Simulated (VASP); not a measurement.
**LaCu2: single point with r2SCAN**

System: LaCu2.

```
CELL_PARAMETERS angstrom
4.58264 0.77015 -1.11971
0.55710 5.88715 1.07401
-0.28649 0.52108 4.94991
ATOMIC_POSITIONS crystal
Cu 0.40977 0.65223 0.23550
Cu 0.45401 0.97559 0.44237
Cu 0.63256 0.96244 0.03448
Cu 0.26844 0.58410 0.67954
La 0.99610 0.09598 0.68858
La 0.89523 0.48630 0.03393
```

```json
{"Program": "VASP 6.6.1", "Task": "single point", "Functional": "r2SCAN", "Potentials or basis": "VASP PAW PBE potentials, release 64 (Cu, La)", "Cutoff": "580 eV", "k mesh": "4 × 4 × 4", "Occupations": "fermi-dirac, width 0.05 eV", "Spin": "no spin polarisation"}
```

```
Pressure               : -0.4 GPa
Largest force          : 0.591 eV/Å
Band gap on the k mesh : zero (bands 33 and 34 overlap by 0.61 eV)
```

Forces in eV/Å, atoms in the order of the input:
```
Cu   0.008 -0.034  0.293
Cu  -0.116 -0.408  0.001
Cu   0.189  0.515  0.220
Cu  -0.124  0.074 -0.325
La  -0.026  0.076 -0.467
La   0.068 -0.224  0.278
```

Stress tensor (GPa, compression positive):
```
 0.67  0.64 -4.06
 0.64 -0.13 -1.56
-4.06 -1.56 -1.76
```

Levels at points of the mesh, in eV from the Fermi level:
```
           k point  band 29  band 30  band 31  band 32  band 33  band 34  band 35  band 36  band 37  band 38
(0.00, 0.00, 0.00)    -2.46    -1.99    -1.03    -0.59    -0.03     0.01     0.35     1.05     1.20     1.81
(0.50, 0.00, 0.00)    -2.55    -2.37    -1.56    -0.87    -0.18     0.14     0.71     1.50     1.63     1.67
(0.00, 0.50, 0.00)    -2.47    -2.46    -1.46    -0.23    -0.07     0.10     0.39     1.00     1.12     1.42
(0.50, 0.50, 0.00)    -2.43    -2.36    -1.31    -0.55    -0.18     0.31     0.42     1.16     1.43     2.03
(0.00, 0.00, 0.50)    -2.46    -2.31    -1.79    -0.51     0.15     0.36     0.53     0.68     1.26     1.54
(0.50, 0.00, 0.50)    -2.44    -2.29    -1.46    -0.94    -0.31     0.47     1.07     1.26     1.68     1.95
(0.00, 0.50, 0.50)    -2.48    -2.22    -1.94    -1.07     0.13     0.52     0.82     1.04     1.24     1.50
(0.50, 0.50, 0.50)    -2.32    -2.21    -1.56    -1.08    -0.66     0.02     1.14     1.49     1.52     1.64
```

Wall time 29 min on 1 thread of Intel(R) Xeon(R) Platinum 8488C (Sapphire Rapids), with other jobs on the host, peak memory 0.41 GiB.

Caveat: the PAW data sets were made with another functional, which shifts forces and pressure a little; spin-orbit coupling is left out, which moves the levels of the heavy elements.
